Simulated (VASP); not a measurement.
# Al2Cu (P4/mmm) in VASP: notebook

Al2Cu is run at these levels: PBE; tasks: single point, relaxation of cell and atoms.

Everything below comes from runs of VASP 6.6.1. Logs are shortened: lines on timing, memory, paths and dates and some standing lists are left out, and cuts for length are marked.

### 1 The cell of the first run

It takes space group P4/mmm (No. 123, tetragonal). The conventional cell has a = 4.121 Å, b = 4.121 Å, c = 2.885 Å, α = 90.00°, β = 90.00°, γ = 90.00°. Al (site symmetry mmm) has 4 Cu at 2.52 Å and 6 Al at 2.88 to 2.91 Å within 3.3 Å. Cu (site symmetry 4/mmm) has 8 Al at 2.52 Å and 2 Cu at 2.88 Å within 3.3 Å.

### 2 Single point, PBE

Contents of INCAR:

```
SYSTEM = Al2Cu
  ALGO = Fast
  EDIFF = 1E-6
  ENCUT = 520
  GGA = PE
  ISIF = 2
  ISMEAR = 0
  LASPH = .TRUE.
  LCHARG = .FALSE.
  LREAL = .FALSE.
  LWAVE = .FALSE.
  NBANDS = 16
  NELM = 60
  PREC = Accurate
  SIGMA = 0.1
```

Contents of KPOINTS:

```
k-points
0
G
  10 10 14
  0 0 0
```

Contents of POSCAR:

```
Al2Cu
1.0
    4.1211626268      0.0000000000      0.0000000000
    0.0000000000      4.1211626268      0.0000000000
    0.0000000000      0.0000000000      2.8847334069
Al Cu
2 1
Direct
    0.5000000000      0.0000000000      0.5000000000
    0.0000000000      0.5000000000      0.5000000000
    0.0000000000      0.0000000000      0.0000000000
```

Potentials or basis: VASP PAW PBE potentials, release 64 (Al, Cu).

Launch:

```
cat potpaw_PBE.64/Al/POTCAR potpaw_PBE.64/Cu/POTCAR > POTCAR
mpirun -np 1 vasp_std > vasp.out
```

OUTCAR:

```text
SYSTEM = Al2Cu
   EDIFF = 1E-6
   ENCUT = 520
   GGA = PE
   ISIF = 2
   ISMEAR = 0
   LASPH = .TRUE.
   LREAL = .FALSE.
   NELM = 60
   PREC = Accurate

 ion  position               nearest neighbor table
   1  0.500  0.000  0.500-   3 2.52   3 2.52   3 2.52   3 2.52   2 2.91   2 2.91   2 2.91   2 2.91

   2  0.000  0.500  0.500-   3 2.52   3 2.52   3 2.52   3 2.52   1 2.91   1 2.91   1 2.91   1 2.91

   3  0.000  0.000  0.000-   1 2.52   2 2.52   1 2.52   2 2.52   2 2.52   2 2.52   1 2.52   1 2.52

  LATTYP: Found a simple tetragonal cell.
 ALAT       =     4.1211626268
 C/A-ratio  =     0.6999804832

  Lattice vectors:

 A1 = (   4.1211626268,   0.0000000000,   0.0000000000)
 A2 = (   0.0000000000,   4.1211626268,   0.0000000000)
 A3 = (   0.0000000000,   0.0000000000,   2.8847334069)

Analysis of symmetry for initial positions (statically):
=====================================================================
 Subroutine PRICEL returns:
 Original cell was already a primitive cell.

 Routine SETGRP: Setting up the symmetry group for a
 simple tetragonal supercell.

 Subroutine GETGRP returns: Found 16 space group operations
 (whereof 16 operations were pure point group operations)
 out of a pool of 16 trial point group operations.

The static configuration has the point symmetry D_4h.

Analysis of symmetry for dynamics (positions and initial velocities):
=====================================================================
 Subroutine PRICEL returns:
 Original cell was already a primitive cell.

 Routine SETGRP: Setting up the symmetry group for a
 simple tetragonal supercell.

 Subroutine GETGRP returns: Found 16 space group operations
 (whereof 16 operations were pure point group operations)
 out of a pool of 16 trial point group operations.

The dynamic configuration has the point symmetry D_4h.

 Subroutine INISYM returns: Found 16 space group operations
 (whereof 16 operations are pure point group operations),
 and found     1 'primitive' translations

----------------------------------------------------------------------------------------

                                     Primitive cell

  volume of cell :      48.9943

  direct lattice vectors                    reciprocal lattice vectors
     4.121162627  0.000000000  0.000000000     0.242649973  0.000000000  0.000000000
[... 82 lines left out ...]
   ISPIN  =      1    spin polarized calculation?
   LNONCOLLINEAR =      F non collinear calculations
   LSORBIT =      F    spin-orbit coupling
   LASPH  =      T    aspherical Exc in radial PAW
   ENCUT  =  520.0 eV  38.22 Ry    6.18 a.u.   7.66  7.66  5.36*2*pi/ulx,y,z
   NELM   =     60;   NELMIN=  2; NELMDL= -5     # of ELM steps
   EDIFF  = 0.1E-05   stopping-criterion for ELM
   LREAL  =      F    real-space projection
   EDIFFG = 0.1E-04   stopping-criterion for IOM
   NSW    =      0    number of steps for IOM
   IBRION =     -1    ionic relax: 0-MD 1-quasi-New 2-CG
   NFREE  =      0    steps in history (QN), initial steepest desc. (CG)
   ISIF   =      2    stress and relaxation
   ISYM   =      2    0-nonsym 1-usesym 2-fastsym
   POTIM  = 0.5000    time-step for ionic-motion
   TEBEG  =    0.0;   TEEND  =   0.0 temperature during run
   PSTRESS=    0.0 pullay stress
   NELECT =      17.0000    total number of electrons
   NUPDOWN=      -1.0000    fix difference up-down
   EMIN   =  10.00;   EMAX   =-10.00  energy-range for DOS
   EFERMI =   0.00;   METHOD = LEGACY
   ISMEAR =     0;   SIGMA  =   0.10  broadening in eV -4-tet -1-fermi 0-gaus
   EFERMI_NEDOS =   21; number of points for ismear=-14 and -15
   IALGO  =     68    algorithm
   IMIX   =      4    mixing-type and parameters
     AMIX     =   0.40;   BMIX     =  1.00
     AMIX_MAG =   1.60;   BMIX_MAG =  1.00
  volume/ion in A,a.u.               =      16.33       110.21
  Fermi-wavevector in a.u.,A,eV,Ry     =   1.150384  2.173910 18.005716  1.323383
  Thomas-Fermi vector in A             =   2.287048
   LORBIT       =      0    0 simple, 1 ext, 2 COOP (PROOUT), +10 PAW based schemes
   GGA     = PE    functional components
   LHFCALC =     F    Hartree Fock is set to
   AEXX    =    0.0000 exact exchange contribution
   IVDW    =     0    specifies the selected vdW correction
   LEPSILON=     F    determine dielectric tensor
   LRPA    =     F    only Hartree local field effects (RPA)
 non-spin polarized calculation
 RMM-DIIS sequential band-by-band and
 Gauss-broadening in eV      SIGMA  =   0.10
  energy-cutoff  :      520.00
  volume of cell :       48.99
 maximum number of plane-waves:      1339
 NGX is ok and might be reduce to    32
   NGX = 15   NGY = 15   NGZ = 11

 number of electron      16.9999981 magnetization

 Free energy of the ion-electron system (eV)
  ---------------------------------------------------
  ext. energy  EPLUGINS =         0.00000000
  ---------------------------------------------------
  free energy    TOTEN  =       -11.29738926 eV

  energy without entropy =      -11.29259154  energy(sigma->0) =      -11.29499040

 E-fermi :   7.0675     XC(G=0): -10.3661

 val. band max:        7.0577665534   @ k =   0.4000   0.4000   0.4286
 cond. band min:       7.0725680619   @ k =   0.3000   0.2000   0.2857
 fundamental gap:      0.0148015085
 Fermi energy:         7.0674952412

 k-point     1 :       0.0000    0.0000    0.0000
  band No.  band energies     occupation
      1      -3.3938      2.00000
      2       1.7061      2.00000
      3       2.2414      2.00000
      4       2.8824      2.00000
      5       3.0882      2.00000
      6       3.0882      2.00000
[... 433 lines left out ...]
      3       2.2109      2.00000
      4       2.8059      2.00000
      5       2.9424      2.00000
      6       3.0107      2.00000
[... 8 lines left out ...]
     15      17.1133      0.00000
     16      17.2096      0.00000

 [... further k-points ...]
[... 5 lines left out ...]
  --------------------------------------------------------------------------------------
  -------------------------------------------------------------------------------------
  Total        0.0116445      0.0116445      0.0212744      0.0000000     -0.0000000      0.0000000
  in kB        0.3807922      0.3807922      0.6957023      0.0000000     -0.0000000      0.0000000
  external PRESSURE =       0.4857623 kB  Pullay stress =       0.0000000 kB

 VOLUME and BASIS-vectors are now :
 -----------------------------------------------------------------------------
  energy-cutoff  :      520.00
  volume of cell :       48.99
      direct lattice vectors                 reciprocal lattice vectors
     4.121162627  0.000000000  0.000000000     0.242649973  0.000000000  0.000000000
     0.000000000  4.121162627  0.000000000     0.000000000  0.242649973  0.000000000
     0.000000000  0.000000000  2.884733407     0.000000000  0.000000000  0.346652484

 POSITION                                       TOTAL-FORCE (eV/Angst)
 -----------------------------------------------------------------------------------
      2.06058      0.00000      1.44237         0.000000      0.000000      0.000000
      0.00000      2.06058      1.44237         0.000000      0.000000      0.000000
      0.00000      0.00000      0.00000         0.000000      0.000000      0.000000
 -----------------------------------------------------------------------------------
    total drift:                                0.000000     -0.000000      0.000000

  FREE ENERGIE OF THE ION-ELECTRON SYSTEM (eV)
  ---------------------------------------------------
  free  energy   TOTEN  =       -11.2973892557 eV

  energy  without entropy=      -11.2925915389  energy(sigma->0) =      -11.29499040
```

OSZICAR:

```text
N       E                     dE             d eps       ncg     rms          rms(c)
DAV:   1     0.623602931560E+02    0.62360E+02   -0.69253E+03  5392   0.111E+03
DAV:   2    -0.107316176595E+02   -0.73092E+02   -0.64911E+02  5696   0.201E+02
DAV:   3    -0.133388742137E+02   -0.26073E+01   -0.25541E+01  7304   0.428E+01
DAV:   4    -0.133977102984E+02   -0.58836E-01   -0.58816E-01  6584   0.548E+00
DAV:   5    -0.134007906272E+02   -0.30803E-02   -0.30803E-02  8392   0.141E+00    0.136E+01
RMM:   6    -0.150635642127E+02   -0.16628E+01   -0.32339E+01  6684   0.870E+01    0.117E+01
RMM:   7    -0.113712121264E+02    0.36924E+01   -0.89358E+00  6057   0.491E+01    0.138E+00
RMM:   8    -0.113080938142E+02    0.63118E-01   -0.77863E-01  5816   0.137E+01    0.138E+00
RMM:   9    -0.112962735341E+02    0.11820E-01   -0.97280E-02  6412   0.423E+00    0.374E-01
RMM:  10    -0.112996569029E+02   -0.33834E-02   -0.39144E-02  6810   0.256E+00    0.468E-01
RMM:  11    -0.112970084555E+02    0.26484E-02   -0.12081E-02  6896   0.151E+00    0.496E-02
RMM:  12    -0.112973821117E+02   -0.37366E-03   -0.35619E-03  7755   0.473E-01    0.617E-02
RMM:  13    -0.112977469892E+02   -0.36488E-03   -0.14556E-03  6762   0.508E-01    0.130E-01
RMM:  14    -0.112973730590E+02    0.37393E-03   -0.56509E-04  6420   0.347E-01    0.171E-02
RMM:  15    -0.112973895092E+02   -0.16450E-04   -0.16737E-04  7971   0.880E-02    0.195E-02
RMM:  16    -0.112973920283E+02   -0.25191E-05   -0.24729E-05  7213   0.366E-02    0.252E-02
RMM:  17    -0.112973902322E+02    0.17961E-05   -0.73998E-06  6494   0.418E-02    0.162E-02
RMM:  18    -0.112973892557E+02    0.97654E-06   -0.20828E-06  5075   0.158E-02
   1 F= -.11297389E+02 E0= -.11294990E+02  d E =-.479772E-02
```

Wall time 52 s (1 thread of Intel Xeon 6975P-C (Granite Rapids), shared host); peak memory 0.25 GiB.

Results:

```
Free energy : -11.2974 eV
Pressure    : 0.0 GPa
```

### 3 Single point, PBE

Contents of INCAR:

```
SYSTEM = Al2Cu
PREC = Accurate ; ENCUT = 520
EDIFF = 1E-7 ; ISMEAR = 0
SIGMA = 0.15 ; LREAL = .FALSE.
LASPH = .TRUE. ; NELM = 60
ALGO = Normal ; ISIF = 2
LWAVE = .FALSE. ; LCHARG = .FALSE.
GGA = PE ; NBANDS = 16
```

Contents of KPOINTS:

```
Automatic mesh
0
G
  10 10 14
  0 0 0
```

POSCAR is that of step 2.

Potentials or basis: VASP PAW PBE potentials, release 64 (Al, Cu).

Launch:

```
cat potpaw_PBE.64/Al/POTCAR potpaw_PBE.64/Cu/POTCAR > POTCAR
mpirun -np 1 vasp_std > vasp.out
```

It took 48 s on 1 thread of Intel Xeon 6975P-C (Granite Rapids), shared host; peak memory 0.25 GiB.

It converged, with:

* Free energy: -11.3003 eV
* Pressure: 0.2 GPa

Levels at points of the mesh, in eV from the Fermi level:
| k point | band 6 | band 7 | band 8 | band 9 | band 10 | band 11 | band 12 | band 13 |
| --- | --- | --- | --- | --- | --- | --- | --- | --- |
| (0.00, 0.00, 0.00) | -3.98 | -2.36 | -2.36 | -0.15 | 0.92 | 6.10 | 6.10 | 6.10 |
| (0.50, 0.00, 0.00) | -4.01 | -3.98 | -1.05 | 1.54 | 1.73 | 1.86 | 7.48 | 8.34 |
| (0.50, 0.50, 0.00) | -4.15 | -4.01 | -4.01 | -2.39 | 8.53 | 8.53 | 9.43 | 9.75 |
| (0.00, 0.00, 0.50) | -4.01 | -2.95 | 2.46 | 2.53 | 2.53 | 2.79 | 2.79 | 3.18 |
| (0.50, 0.00, 0.50) | -4.06 | -3.00 | -2.42 | -1.67 | 3.66 | 4.02 | 4.35 | 4.92 |
| (0.50, 0.50, 0.50) | -3.40 | -2.23 | -2.23 | -0.84 | -0.79 | -0.08 | -0.08 | 2.46 |

### 4 Relaxation of cell and atoms, PBE

This run uses another cell than the first one, of 16.24 Å³/atom, 0.995 times its volume.

Contents of INCAR:

```
SYSTEM = Al2Cu
PREC = Accurate ; ENCUT = 600
EDIFF = 1E-7 ; ISMEAR = 0
SIGMA = 0.1 ; LREAL = .False.
LASPH = .True. ; NELM = 100
ALGO = Fast ; ISIF = 3
LWAVE = .False. ; LCHARG = .False.
GGA = PE ; IBRION = 2
NSW = 100 ; EDIFFG = -0.005
```

Contents of KPOINTS:

```
Automatic mesh
0
Gamma
  10 10 14
  0 0 0
```

Contents of POSCAR:

```
Al2Cu
1.0
    4.1051820000      0.0000000000      0.0000000000
    0.0000000000      4.1051820000      0.0000000000
    0.0000000000      0.0000000000      2.8913130000
Al Cu
2 1
Direct
    0.5000000000      0.0000000000      0.5000000000
    0.0000000000      0.5000000000      0.5000000000
    0.0000000000      0.0000000000      0.0000000000
```

Launch:

```
cat potpaw_PBE.64/Al/POTCAR potpaw_PBE.64/Cu/POTCAR > POTCAR
mpirun -np 1 vasp_std > vasp.out
```

Run time: 3.8 min. Hardware: 1 thread of Intel Xeon 6975P-C (Granite Rapids), shared host; peak memory 0.28 GiB.

Results (log left out):

```yaml
Free_energy: -11.2977 eV
Relaxed_volume: 16.37 Å³/atom
Relaxed_cell: a = 4.124 Å, b = 4.124 Å, c = 2.887 Å, α = 90.00°, β = 90.00°, γ = 90.00°
Space_group_after_relaxing_to_0.05_Å: P4/mmm (No. 123)
Energy_gained_by_relaxing: 0.4 meV/atom
Ionic_steps: 8
Pressure_after_relaxing: 0.0 GPa
```

Step by step:
```
step  energy change (eV)  largest force (eV/Å)  pressure (GPa)  volume (Å³)
   1              0.0000                0.0000            0.88        48.73
   2             -0.0006                0.0000           -0.51        49.36
   3             -0.0009                0.0000           -0.08        49.10
   4             -0.0009                0.0000            0.06        49.08
   5             -0.0010                0.0000            0.02        49.08
   6             -0.0011                0.0000            0.09        49.08
   7             -0.0011                0.0000           -0.11        49.16
   8             -0.0011                0.0000            0.00        49.10
```

Final structure:
```xyz
3
Lattice="4.1239 0.0000 0.0000 0.0000 4.1239 0.0000 0.0000 0.0000 2.8873" Properties=species:S:1:pos:R:3 pbc="T T T"
Al    2.0620    0.0000    1.4436
Al    0.0000    2.0620    1.4436
Cu    0.0000    0.0000    0.0000
```

Levels at points of the mesh, in eV from the Fermi level:
```tsv
k point	band 6	band 7	band 8	band 9	band 10	band 11	band 12
(0.00, 0.00, 0.00)	-3.97	-2.35	-2.35	-0.15	0.92	6.08	6.09
(0.50, 0.00, 0.00)	-4.00	-3.97	-1.05	1.54	1.73	1.86	7.46
(0.50, 0.50, 0.00)	-4.14	-4.00	-4.00	-2.38	8.52	8.52	9.41
(0.00, 0.00, 0.50)	-4.00	-2.94	2.46	2.53	2.53	2.80	2.80
(0.50, 0.00, 0.50)	-4.05	-2.99	-2.41	-1.67	3.66	4.02	4.34
(0.50, 0.50, 0.50)	-3.40	-2.22	-2.22	-0.84	-0.79	-0.08	-0.08
```

Caveat: the bands computed are all filled at some k points, so no gap is given.

### 5 Summary

| task | cell | cutoff (eV) | smearing | gap on the mesh (eV) | pressure (GPa) |
| --- | --- | --- | --- | --- | --- |
| single point | a = 4.121, b = 4.121, c = 2.885 Å, 3 atoms | 520 | gaussian 0.1 eV | none | 0.0 |
| single point | a = 4.121, b = 4.121, c = 2.885 Å, 3 atoms | 520 | gaussian 0.15 eV | none | 0.2 |
| relaxation of cell and atoms | relaxed from a = 4.105, b = 4.105, c = 2.891 Å, 3 atoms | 600 | gaussian 0.1 eV | - | 0.0 |

Alike in all rows: level PBE; potentials or basis VASP PAW PBE potentials, release 64 (Al, Cu); no spin polarisation; k mesh 10 × 10 × 14.

Caveats: the bands computed are all filled at some k points, so no gap is given (some runs).

Total energies depend on the potentials used, so only differences within one code and one set of settings carry meaning.
